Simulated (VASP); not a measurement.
# CuO (Cc) in VASP: a series of runs, part 2 of 2

VASP 6.6.1.

## 3. Single point, RPBE

This run uses another cell than the first one, of 10.57 Å³/atom, 1.020 times its volume.

File INCAR:

```
  ALGO = Normal
  EDIFF = 1E-6
  ENCUT = 520
  GGA = RP
  ISIF = 2
  ISMEAR = -1
  LASPH = T
  LCHARG = F
  LREAL = F
  LWAVE = F
  NBANDS = 25
  NELM = 80
  PREC = Accurate
  SIGMA = 0.05
```

File KPOINTS:

```
k-points
0
Gamma
  10 10 5
```

File POSCAR:

```
CuO
1.0
    2.3755039530     -1.7359471401      0.0000000000
    2.3755039530      1.7359471401      0.0000000000
   -0.8718742338      0.0000000000      5.1260186872
Cu O
2 2
Direct
    0.0032000000      0.4968000000      0.0000000000
    0.4968000000      0.0032000000      0.5000000000
    0.5714000000      0.4056000000      0.2537000000
    0.4056000000      0.5714000000      0.7537000000
```

Potentials or basis: VASP PAW PBE potentials, release 64 (Cu, O).

Started as:

```
$ cat potpaw_PBE.64/Cu/POTCAR potpaw_PBE.64/O/POTCAR > POTCAR
$ mpirun -np 1 vasp_std > vasp.out
```

OUTCAR:

```text
EDIFF = 1E-6
   ENCUT = 520
   GGA = RP
   ISIF = 2
   ISMEAR = -1
   LASPH = T
   LREAL = F
   NELM = 80
   PREC = Accurate

 ion  position               nearest neighbor table
   1  0.003  0.497  0.000-   4 1.93   3 1.96   4 2.00   3 2.05
   2  0.497  0.003  0.500-   3 1.93   4 1.96   3 2.00   4 2.05
   3  0.571  0.406  0.254-   2 1.93   1 1.96   2 2.00   1 2.05
   4  0.406  0.571  0.754-   1 1.93   2 1.96   1 2.00   2 2.05

  LATTYP: Found a base centered monoclinic cell.
 ALAT       =     4.7510079060
 B/A-ratio  =     0.7307700490
 C/A-ratio  =     1.0944283419
 COS(beta)  =    -0.1676798045

  Lattice vectors:

 A1 = (   2.3755039530,  -1.7359471401,   0.0000000000)
 A2 = (   2.3755039530,   1.7359471401,   0.0000000000)
 A3 = (  -0.8718742338,   0.0000000000,   5.1260186872)

Analysis of symmetry for initial positions (statically):
=====================================================================
 Subroutine PRICEL returns:
 Original cell was already a primitive cell.

 Routine SETGRP: Setting up the symmetry group for a
 base centered monoclinic supercell.

 Subroutine GETGRP returns: Found  2 space group operations
 (whereof  1 operations were pure point group operations)
 out of a pool of  4 trial point group operations.

The static configuration has the point symmetry C_1 .
 The point group associated with its full space group is C_1h.

Analysis of symmetry for dynamics (positions and initial velocities):
=====================================================================
 Subroutine PRICEL returns:
 Original cell was already a primitive cell.

 Routine SETGRP: Setting up the symmetry group for a
 base centered monoclinic supercell.

 Subroutine GETGRP returns: Found  2 space group operations
 (whereof  1 operations were pure point group operations)
 out of a pool of  4 trial point group operations.

[... 116 lines left out ...]
   NELECT =      34.0000    total number of electrons
   NUPDOWN=      -1.0000    fix difference up-down
   EMIN   =  10.00;   EMAX   =-10.00  energy-range for DOS
   EFERMI =   0.00;   METHOD = LEGACY
   ISMEAR =    -1;   SIGMA  =   0.05  broadening in eV -4-tet -1-fermi 0-gaus
   EFERMI_NEDOS =   21; number of points for ismear=-14 and -15
   IALGO  =     38    algorithm
   IMIX   =      4    mixing-type and parameters
     AMIX     =   0.40;   BMIX     =  1.00
     AMIX_MAG =   1.60;   BMIX_MAG =  1.00
  volume/ion in A,a.u.               =      10.57        71.32
  Fermi-wavevector in a.u.,A,eV,Ry     =   1.522417  2.876951 31.534956  2.317754
  Thomas-Fermi vector in A             =   2.630999
   LORBIT       =      0    0 simple, 1 ext, 2 COOP (PROOUT), +10 PAW based schemes
   GGA     = RP    functional components
   LHFCALC =     F    Hartree Fock is set to
   AEXX    =    0.0000 exact exchange contribution
   IVDW    =     0    specifies the selected vdW correction
   LEPSILON=     F    determine dielectric tensor
   LRPA    =     F    only Hartree local field effects (RPA)
 non-spin polarized calculation
  energy-cutoff  :      520.00
  volume of cell :       42.28
 maximum number of plane-waves:      1159
 NGX is ok and might be reduce to    24
   NGX = 11   NGY = 11   NGZ = 19

 number of electron      33.9999991 magnetization

 Free energy of the ion-electron system (eV)
  ---------------------------------------------------
  ext. energy  EPLUGINS =         0.00000000
  ---------------------------------------------------
  free energy    TOTEN  =       -17.78942890 eV

  energy without entropy =      -17.76968484  energy(sigma->0) =      -17.77955687

 E-fermi :   5.3340     XC(G=0): -11.4603

 val. band max:        5.3284570574   @ k =  -0.2000   0.3000   0.4000
 cond. band min:       5.3390780624   @ k =   0.3000   0.2000   0.4000
 fundamental gap:      0.0106210050
 Fermi energy:         5.3340066914

 k-point     1 :       0.0000    0.0000    0.0000
  band No.  band energies     occupation
      1     -14.3037      2.00000
      2     -13.1144      2.00000
      3      -2.3708      2.00000
      4       0.0953      2.00000
      5       0.4414      2.00000
      6       2.1544      2.00000
[... 661 lines left out ...]
     24      18.4940      0.00000
     25      19.6365      0.00000

 [... further k-points ...]
[... 5 lines left out ...]
  --------------------------------------------------------------------------------------
  -------------------------------------------------------------------------------------
  Total        1.2692356      1.6316879      1.0215943      0.0000000      0.0000000     -0.3383233
  in kB       48.1005882     61.8365496     38.7156540      0.0000000      0.0000000    -12.8215359
  external PRESSURE =      49.5509306 kB  Pullay stress =       0.0000000 kB

 VOLUME and BASIS-vectors are now :
 -----------------------------------------------------------------------------
  energy-cutoff  :      520.00
  volume of cell :       42.28
      direct lattice vectors                 reciprocal lattice vectors
     2.375503953 -1.735947140  0.000000000     0.210481654 -0.288027203  0.035800402
     2.375503953  1.735947140  0.000000000     0.210481654  0.288027203  0.035800402
    -0.871874234  0.000000000  5.126018687     0.000000000  0.000000000  0.195083175

 POSITION                                       TOTAL-FORCE (eV/Angst)
 -----------------------------------------------------------------------------------
      1.18775      0.85686      0.00000        -0.580785      0.314196      0.224509
      0.75181     -0.85686      2.56301        -0.580785     -0.314196      0.224509
      2.09967     -0.28782      1.30047         0.580785      0.308981     -0.224509
      1.66374      0.28782      3.86348         0.580785     -0.308981     -0.224509
 -----------------------------------------------------------------------------------
    total drift:                               -0.000364      0.000000     -0.000671

  FREE ENERGIE OF THE ION-ELECTRON SYSTEM (eV)
  ---------------------------------------------------
  free  energy   TOTEN  =       -17.7894289009 eV

  energy  without entropy=      -17.7696848380  energy(sigma->0) =      -17.77955687
```

Run time: 47 s. Hardware: 1 thread of Intel Xeon 6975P-C (Granite Rapids), shared host; peak memory 0.24 GiB.

What came out:

```yaml
Free_energy: -17.7894 eV
Pressure: 5.0 GPa
Largest_force: 0.697 eV/Å
Band_gap_on_the_k_mesh: zero (band 17 reaches 5.61 eV, above the bottom of band 18 at 5.01 eV)
```

Forces in eV/Å, atoms in the order of the input:
```
Cu  -0.581  0.314  0.225
Cu  -0.581 -0.314  0.225
O    0.581  0.309 -0.225
O    0.581 -0.309 -0.225
```

Levels at points of the mesh, in eV from the Fermi level:
| k point | band 15 | band 16 | band 17 | band 18 | band 19 | band 20 |
| --- | --- | --- | --- | --- | --- | --- |
| (0.00, 0.00, 0.00) | -2.02 | -1.57 | 0.21 | 0.88 | 1.62 | 6.09 |
| (0.50, 0.00, 0.00) | -1.41 | -1.33 | -0.03 | 0.29 | 5.01 | 6.24 |
| (0.50, 0.50, 0.00) | -1.64 | -1.17 | -0.62 | 1.02 | 3.57 | 7.01 |

Caveat: the PAW data sets were made with another functional, which shifts forces and pressure a little; semilocal functionals often make such compounds metallic where correlation or magnetic order opens a gap, which also shifts bond lengths.

## 4. Single point, RPBE

This run uses another cell than the first one, of 10.77 Å³/atom, 1.039 times its volume.

File INCAR:

```
SYSTEM = CuO
ALGO = Normal ; EDIFF = 1E-7
ENCUT = 520 ; GGA = RP
ISIF = 2 ; ISMEAR = -1
LASPH = .True. ; LCHARG = .False.
LREAL = .False. ; LWAVE = .False.
NBANDS = 25 ; NELM = 100
PREC = Accurate ; SIGMA = 0.05
```

File KPOINTS:

```
k-points
0
Gamma
  10 10 5
  0 0 0
```

File POSCAR:

```
CuO
1.0
    2.3906349594     -1.7470044264      0.0000000000
    2.3906349594      1.7470044264      0.0000000000
   -0.8774277226      0.0000000000      5.1586693681
Cu O
2 2
Direct
    0.0032000000      0.4968000000      0.0000000000
    0.4968000000      0.0032000000      0.5000000000
    0.5714000000      0.4056000000      0.2537000000
    0.4056000000      0.5714000000      0.7537000000
```

Started as:

```
$ cat potpaw_PBE.64/Cu/POTCAR potpaw_PBE.64/O/POTCAR > POTCAR
$ mpirun -np 1 vasp_std > vasp.out
```

Wall time 52 s (1 thread of Intel Xeon 6975P-C (Granite Rapids), shared host); peak memory 0.25 GiB.

The run converged. Its results:

| Quantity | Value |
| --- | --- |
| Free energy | -17.8076 eV |
| Pressure | 1.9 GPa |
| Largest force | 0.682 eV/Å |
| Band gap on the k mesh | zero (band 17 reaches 5.36 eV, above the bottom of band 18 at 4.77 eV) |

Forces in eV/Å, atoms in the order of the input:
```
Cu  -0.541  0.284  0.206
Cu  -0.541 -0.284  0.206
O    0.541  0.360 -0.206
O    0.541 -0.360 -0.206
```

Stress tensor (GPa, compression positive):
```
 1.56  0.00 -0.85
 0.00  3.73  0.00
-0.85  0.00  0.26
```

Levels at points of the mesh, in eV from the Fermi level:
```tsv
k point	band 15	band 16	band 17	band 18	band 19	band 20
(0.00, 0.00, 0.00)	-1.97	-1.54	0.21	0.86	1.56	6.07
(0.50, 0.00, 0.00)	-1.37	-1.30	-0.03	0.29	5.01	6.16
(0.50, 0.50, 0.00)	-1.62	-1.14	-0.61	1.00	3.62	6.93
```

Caveat: the PAW data sets were made with another functional, which shifts forces and pressure a little; semilocal functionals often make such compounds metallic where correlation or magnetic order opens a gap, which also shifts bond lengths. With open d or f shells a metallic result of RPBE can be an artefact of self-interaction; +U or a hybrid may open a gap.

## 5. Single point, LDA

This run uses another cell than the first one, of 10.16 Å³/atom, 0.980 times its volume.

File INCAR:

```
ALGO = Normal
EDIFF = 1E-7
ENCUT = 520
GGA = CA
ISIF = 2
ISMEAR = -1
LASPH = True
LCHARG = True
LELF = True
LREAL = False
LVHAR = True
LWAVE = False
NBANDS = 25
NELM = 80
PREC = Accurate
SIGMA = 0.05
```

File KPOINTS:

```
k-points
0
Gamma
  6 6 3
```

File POSCAR:

```
CuO
1.0
    2.3446497600     -1.7133998200      0.0000000000
    2.3446497600      1.7133998200      0.0000000000
   -0.8605499100      0.0000000000      5.0594394800
Cu O
2 2
Direct
    0.0032000000      0.4968000000      0.0000000000
    0.4968000000      0.0032000000      0.5000000000
    0.5714000000      0.4056000000      0.2537000000
    0.4056000000      0.5714000000      0.7537000000
```

Potentials or basis: VASP PAW LDA potentials, release 64 (Cu, O).

Started as:

```
$ cat potpaw_LDA.64/Cu/POTCAR potpaw_LDA.64/O/POTCAR > POTCAR
$ mpirun -np 1 vasp_std > vasp.out
```

Wall time 20 s (1 thread of Intel Xeon Platinum 8488C (Sapphire Rapids), shared host); peak memory 0.15 GiB.

The run converged. Its results:

```
Free energy            : -23.0887 eV
Pressure               : -8.7 GPa
Largest force          : 0.763 eV/Å
Band gap on the k mesh : zero (band 17 reaches 5.57 eV, above the bottom of band 18 at 5.09 eV)
```

Forces on the atoms (eV/Å):
```
Cu  -0.560  0.309  0.220
Cu  -0.560 -0.309  0.220
O    0.560  0.469 -0.220
O    0.560 -0.469 -0.220
```

Stress tensor (GPa, compression positive):
```
 -9.71   0.00  -0.31
  0.00  -5.41   0.00
 -0.31   0.00 -10.97
```

Levels at points of the mesh, in eV from the Fermi level:
```
           k point  band 15  band 16  band 17  band 18  band 19  band 20
(0.00, 0.00, 0.00)    -2.15    -1.65     0.22     0.90     1.72     5.97
(0.50, 0.00, 0.00)    -1.49    -1.40    -0.06     0.26     4.78     6.23
(0.50, 0.50, 0.00)    -1.72    -1.23    -0.65     1.04     3.28     6.91
```

Caveat: the k points lie up to 0.41 Å⁻¹ apart; semilocal functionals often make such compounds metallic where correlation or magnetic order opens a gap, which also shifts bond lengths.

## 6. Single point, PBE

This run uses another cell than the first one, of 10.16 Å³/atom, 0.980 times its volume.

File INCAR:

```
SYSTEM = CuO
ALGO = Normal
EDIFF = 1E-6
ENCUT = 520
GGA = PE
ISIF = 2
ISMEAR = -1
LASPH = .TRUE.
LCHARG = .TRUE.
LELF = .TRUE.
LREAL = .FALSE.
LVHAR = .TRUE.
LWAVE = .FALSE.
NBANDS = 25
NELM = 80
PREC = Accurate
SIGMA = 0.05
```

File KPOINTS:

```
k-points
0
G
  6 6 3
  0 0 0
```

POSCAR is that of step 5.

Potentials or basis: VASP PAW PBE potentials, release 64 (Cu, O).

Started as:

```
$ cat potpaw_PBE.64/Cu/POTCAR potpaw_PBE.64/O/POTCAR > POTCAR
$ mpirun -np 1 vasp_std > vasp.out
```

Run time: 29 s. Hardware: 1 thread of Intel Xeon Platinum 8488C (Sapphire Rapids), shared host; peak memory 0.17 GiB.

The run converged. Its results:

```
Free energy            : -19.4728 eV
Pressure               : 6.5 GPa
Largest force          : 0.768 eV/Å
Band gap on the k mesh : zero (band 17 reaches 5.90 eV, above the bottom of band 18 at 5.42 eV)
```

Forces on the atoms (eV/Å):
```
Cu  -0.626  0.367  0.253
Cu  -0.626 -0.367  0.253
O    0.626  0.264 -0.253
O    0.626 -0.264 -0.253
```

Stress tensor (GPa, compression positive):
```
 6.21  0.00 -1.80
 0.00  7.06  0.00
-1.80  0.00  6.20
```

Levels at points of the mesh, in eV from the Fermi level:
```
           k point  band 15  band 16  band 17  band 18  band 19  band 20
(0.00, 0.00, 0.00)    -2.16    -1.68     0.20     0.89     1.69     6.04
(0.50, 0.00, 0.00)    -1.51    -1.42    -0.05     0.27     4.89     6.30
(0.50, 0.50, 0.00)    -1.70    -1.25    -0.67     1.04     3.37     7.04
```

Caveat: the k points lie up to 0.41 Å⁻¹ apart; semilocal functionals often make such compounds metallic where correlation or magnetic order opens a gap, which also shifts bond lengths. With open d or f shells a metallic result of PBE can be an artefact of self-interaction; +U or a hybrid may open a gap.

## 7. Summary

```tsv
level	potentials or basis	cell	k mesh	gap on the mesh (eV)	pressure (GPa)	largest force (eV/Å)
RPBE	VASP PAW PBE potentials, release 64 (Cu, O)	a = 2.923, b = 2.923, c = 5.166 Å, angles 97.8, 97.8, 72.3°, 4 atoms	10 × 10 × 5	none	8.3	0.75
RPBE	VASP PAW PBE potentials, release 64 (Cu, O)	a = 2.942, b = 2.942, c = 5.200 Å, angles 97.8, 97.8, 72.3°, 4 atoms	10 × 10 × 5	none	5.0	0.70
RPBE	VASP PAW PBE potentials, release 64 (Cu, O)	a = 2.961, b = 2.961, c = 5.233 Å, angles 97.8, 97.8, 72.3°, 4 atoms	10 × 10 × 5	none	1.9	0.68
LDA	VASP PAW LDA potentials, release 64 (Cu, O)	a = 2.904, b = 2.904, c = 5.132 Å, angles 97.8, 97.8, 72.3°, 4 atoms	6 × 6 × 3	none	-8.7	0.76
PBE	VASP PAW PBE potentials, release 64 (Cu, O)	a = 2.904, b = 2.904, c = 5.132 Å, angles 97.8, 97.8, 72.3°, 4 atoms	6 × 6 × 3	none	6.5	0.77
```

Alike in all rows: task single point; no spin polarisation; cutoff (eV) 520; smearing fermi-dirac 0.05 eV.

Caveats: some runs use coarse meshes; semilocal functionals often make such compounds metallic where correlation or magnetic order opens a gap, which also shifts bond lengths; the PAW data sets were made with another functional, which shifts forces and pressure a little (some runs).

Absolute energies hang on the potentials; compare differences alone.
